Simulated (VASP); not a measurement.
# AlN (I4/mmm) in VASP: single point with HSE06

Aim: the single point of AlN with HSE06.

Program: VASP 6.6.1. These are calculated values, not measurements. Logs are shortened: lines on timing, memory, paths and dates and some standing lists are left out, and cuts for length are marked.

## Step 1: The cell of the first run

The structure is tetragonal, space group I4/mmm (No. 139). Conventional cell: a = 2.855 Å, b = 2.855 Å, c = 3.965 Å, α = 90.00°, β = 90.00°, γ = 90.00°. Al (site symmetry 4/mmm) has 6 N at 1.98 to 2.02 Å within 2.6 Å. Within 2.6 Å of N (site symmetry 4/mmm) lie 6 Al at 1.98 to 2.02 Å.

## Step 2: Single point, HSE06 (uniaxial x strain -1.8%)

Contents of POSCAR:

```
AlN
1.0
    0.0000000000      2.0188684454      2.0188684454
    1.9823269266      0.0000000000      2.0188684454
    1.9823269266      2.0188684454      0.0000000000
Al N
1 1
Direct
    0.0000000000      0.0000000000      0.0000000000
    0.5000000000      0.5000000000      0.5000000000
```

Contents of INCAR.step1:

```
SYSTEM = AlN
ALGO     = Normal         ! electronic algorithm
EDIFF    = 1E-5           ! SCF threshold, eV
ENCUT    = 520            ! plane-wave cutoff, eV
GGA      = PE             ! functional
ISIF     = 2              ! what is computed and relaxed
ISMEAR   = 0              ! smearing method
LASPH    = .TRUE.         ! aspherical terms in the spheres
LCHARG   = .FALSE.        ! write CHGCAR
LREAL    = .FALSE.        ! projectors in reciprocal space
LWAVE    = .TRUE.         ! write WAVECAR
NBANDS   = 11             ! bands
NELM     = 100            ! most SCF steps
PREC     = Accurate       ! precision mode
SIGMA    = 0.01           ! smearing width, eV
```

Contents of INCAR.step2:

```
SYSTEM = AlN
ALGO     = Normal         ! electronic algorithm
EDIFF    = 1E-7           ! SCF threshold, eV
ENCUT    = 520            ! plane-wave cutoff, eV
GGA      = PE             ! functional
HFSCREEN = 0.2079         ! screening, 1/A
ISIF     = 2              ! what is computed and relaxed
ISMEAR   = 0              ! smearing method
ISTART   = 1            
LASPH    = .TRUE.         ! aspherical terms in the spheres
LCHARG   = .FALSE.        ! write CHGCAR
LHFCALC  = .TRUE.         ! exact exchange
LREAL    = .FALSE.        ! projectors in reciprocal space
LWAVE    = .FALSE.        ! write WAVECAR
NBANDS   = 11             ! bands
NELM     = 100            ! most SCF steps
PREC     = Accurate       ! precision mode
PRECFOCK = Normal       
SIGMA    = 0.01           ! smearing width, eV
```

Contents of KPOINTS:

```
k-points
0
G
  8 8 8
  0 0 0
```

Potentials or basis: VASP PAW PBE potentials, release 64 (Al, N).

Command:

```bash
cat potpaw_PBE.64/Al/POTCAR potpaw_PBE.64/N/POTCAR > POTCAR
cp INCAR.step1 INCAR
mpirun -np 1 vasp_std > vasp.out
cp INCAR.step2 INCAR
mpirun -np 1 vasp_std > vasp.out
```

OUTCAR:

```text
SYSTEM = AlN
   EDIFF = 1E-7
   ENCUT = 520
   GGA = PE
   HFSCREEN = 0.2079
   ISIF = 2
   ISMEAR = 0
   ISTART = 1
   LASPH = .TRUE.
   LHFCALC = .TRUE.
   LREAL = .FALSE.
   NELM = 100
   PREC = Accurate
   PRECFOCK = Normal

 ion  position               nearest neighbor table
   1  0.000  0.000  0.000-   2 1.98   2 1.98   2 2.02   2 2.02   2 2.02   2 2.02
   2  0.500  0.500  0.500-   1 1.98   1 1.98   1 2.02   1 2.02   1 2.02   1 2.02

  LATTYP: Found a body centered tetragonal cell.
 ALAT       =     2.8551111361
 C/A-ratio  =     1.3886162969

  Lattice vectors:

 A1 = (  -1.9823269266,   0.0000000000,  -2.0188684454)
 A2 = (  -1.9823269266,   0.0000000000,   2.0188684454)
 A3 = (   1.9823269266,   2.0188684454,   0.0000000000)

Analysis of symmetry for initial positions (statically):
=====================================================================
 Subroutine PRICEL returns:
 Original cell was already a primitive cell.

 Routine SETGRP: Setting up the symmetry group for a
 body centered tetragonal supercell.

 Subroutine GETGRP returns: Found 16 space group operations
 (whereof 16 operations were pure point group operations)
 out of a pool of 16 trial point group operations.

The static configuration has the point symmetry D_4h.

Analysis of symmetry for dynamics (positions and initial velocities):
=====================================================================
 Subroutine PRICEL returns:
 Original cell was already a primitive cell.

 Routine SETGRP: Setting up the symmetry group for a
 body centered tetragonal supercell.

 Subroutine GETGRP returns: Found 16 space group operations
 (whereof 16 operations were pure point group operations)
 out of a pool of 16 trial point group operations.

The dynamic configuration has the point symmetry D_4h.

 Subroutine INISYM returns: Found 16 space group operations
 (whereof 16 operations are pure point group operations),
 and found     1 'primitive' translations

----------------------------------------------------------------------------------------

                                     Primitive cell

  volume of cell :      16.1593

  direct lattice vectors                    reciprocal lattice vectors
     0.000000000  2.018868445  2.018868445    -0.252228829  0.247663488  0.247663488
     1.982326927  0.000000000  2.018868445     0.252228829 -0.247663488  0.247663488
     1.982326927  2.018868445  0.000000000     0.252228829  0.247663488 -0.247663488

  length of vectors
[... 101 lines left out ...]
     AMIX     =   0.40;   BMIX     =  1.00
     AMIX_MAG =   1.60;   BMIX_MAG =  1.00
  volume/ion in A,a.u.               =       8.08        54.52
  Fermi-wavevector in a.u.,A,eV,Ry     =   1.295083  2.447353 22.820248  1.677241
  Thomas-Fermi vector in A             =   2.426625
   LORBIT       =      0    0 simple, 1 ext, 2 COOP (PROOUT), +10 PAW based schemes
   GGA     = PE    functional components
   LHFCALC =     T    Hartree Fock is set to
   PRECFOCK=normal    Normal, Fast or Accurate (Low or Medium for compatibility)
   ENCUT4O =  -1.0   cutoff for four orbital integrals eV
   NKREDX  =     1    reduce k-point grid by
   NKREDY  =     1    reduce k-point grid by
   NKREDZ  =     1    reduce k-point grid by
   AEXX    =    0.2500 exact exchange contribution
   HFSCREEN=    0.2079 screening length (either q_TF or 0.3 A-1)
   HFSCREENC=   0.2079 screening length for correlation (either q_TF or 0.3 A-1)
   ENCUTFOCK=  -1.0 apply spherical cutoff to Coloumb kernel
   IVDW    =     0    specifies the selected vdW correction
   LEPSILON=     F    determine dielectric tensor
   LRPA    =     F    only Hartree local field effects (RPA)
 non-spin polarized calculation
 Gauss-broadening in eV      SIGMA  =   0.01
  energy-cutoff  :      520.00
  volume of cell :       16.16
 maximum number of plane-waves:       444
 NGX is ok and might be reduce to    24
  NGX = 16; NGY = 16; NGZ = 16

 number of electron       7.9999999 magnetization

 Free energy of the ion-electron system (eV)
  ---------------------------------------------------
  ext. energy  EPLUGINS =         0.00000000
  ---------------------------------------------------
  free energy    TOTEN  =       -17.12786773 eV

  energy without entropy =      -17.12786773  energy(sigma->0) =      -17.12786773

 E-fermi :   9.4836     XC(G=0): -10.1372

 val. band max:        9.4421193016   @ k =   0.0000   0.0000   0.0000
 cond. band min:      15.4800765943   @ k =   0.0000   0.5000   0.5000
 fundamental gap:      6.0379572928
 Fermi energy:         9.4835573063

 k-point     1 :       0.0000    0.0000    0.0000
  band No.  band energies     occupation
      1     -10.0456      2.00000
      2       9.2812      2.00000
      3       9.4421      2.00000
      4       9.4421      2.00000
      5      16.9358      0.00000
      6      23.1996      0.00000
      7      23.1996      0.00000
      8      23.4526      0.00000
      9      28.5334      0.00000
     10      28.9621      0.00000
     11      29.6097      0.00000
[... 309 lines left out ...]
 k-point    24 :       0.3750    0.1250    0.1250
  band No.  band energies     occupation
      1      -8.0065      2.00000
      2       3.7402      2.00000
      3       7.0629      2.00000
      4       8.6706      2.00000
      5      18.9085      0.00000
      6      21.9715      0.00000
      7      22.7759      0.00000
      8      23.2996      0.00000
      9      26.7596      0.00000
     10      30.3454      0.00000
     11      31.2725      0.00000

 [... further k-points ...]

------------------------ aborting loop because EDIFF is reached ----------------------------------------

  FORCE on cell =-STRESS in cart. coord.  units (eV):
  Direction    XX          YY          ZZ          XY          YZ          ZX
  --------------------------------------------------------------------------------------
  -------------------------------------------------------------------------------------
  Total        0.7998577      0.1954067      0.1954067      0.0000000      0.0000000      0.0000000
  in kB       79.3052644     19.3744237     19.3744237      0.0000000      0.0000000      0.0000000
  external PRESSURE =      39.3513706 kB  Pullay stress =       0.0000000 kB

 VOLUME and BASIS-vectors are now :
 -----------------------------------------------------------------------------
  energy-cutoff  :      520.00
  volume of cell :       16.16
      direct lattice vectors                 reciprocal lattice vectors
     0.000000000  2.018868445  2.018868445    -0.252228829  0.247663488  0.247663488
     1.982326927  0.000000000  2.018868445     0.252228829 -0.247663488  0.247663488
     1.982326927  2.018868445  0.000000000     0.252228829  0.247663488 -0.247663488

 POSITION                                       TOTAL-FORCE (eV/Angst)
 -----------------------------------------------------------------------------------
      0.00000      0.00000      0.00000        -0.000000      0.000000      0.000000
      1.98233      2.01887      2.01887         0.000000      0.000000      0.000000
 -----------------------------------------------------------------------------------
    total drift:                               -0.000056     -0.000000     -0.000000

  FREE ENERGIE OF THE ION-ELECTRON SYSTEM (eV)
  ---------------------------------------------------
  free  energy   TOTEN  =       -17.1278677343 eV

  energy  without entropy=      -17.1278677343  energy(sigma->0) =      -17.12786773
```

OUTCAR.step1:

```text
SYSTEM = AlN
   EDIFF = 1E-5
   ENCUT = 520
   GGA = PE
   ISIF = 2
   ISMEAR = 0
[... 560 lines left out ...]
      0.00000      0.00000      0.00000        -0.000000      0.000000     -0.000000
      1.98233      2.01887      2.01887         0.000000     -0.000000      0.000000
 -----------------------------------------------------------------------------------
    total drift:                               -0.000000     -0.000000      0.000000

  FREE ENERGIE OF THE ION-ELECTRON SYSTEM (eV)
  ---------------------------------------------------
  free  energy   TOTEN  =       -14.5178496457 eV

  energy  without entropy=      -14.5178496457  energy(sigma->0) =      -14.51784965
```

Run time: 31 min. Hardware: 1 thread of Intel Xeon Platinum 8259CL at 2.50GHz (Skylake/Cascade Lake), shared host; peak memory 0.25 GiB.

What came out:

```yaml
Free_energy: -17.1279 eV
Pressure: 3.9 GPa
Band_gap_on_the_k_mesh: 6.04 eV (least direct gap 7.49 eV)
```

Stress tensor (GPa, compression positive):
```
7.93 0.00 0.00
0.00 1.94 0.00
0.00 0.00 1.94
```

Caveat: the cell differs from its parent crystal (uniaxial x strain -1.8%); the cell stands under pressure; the PAW data sets were made with another functional, which shifts forces and pressure a little.
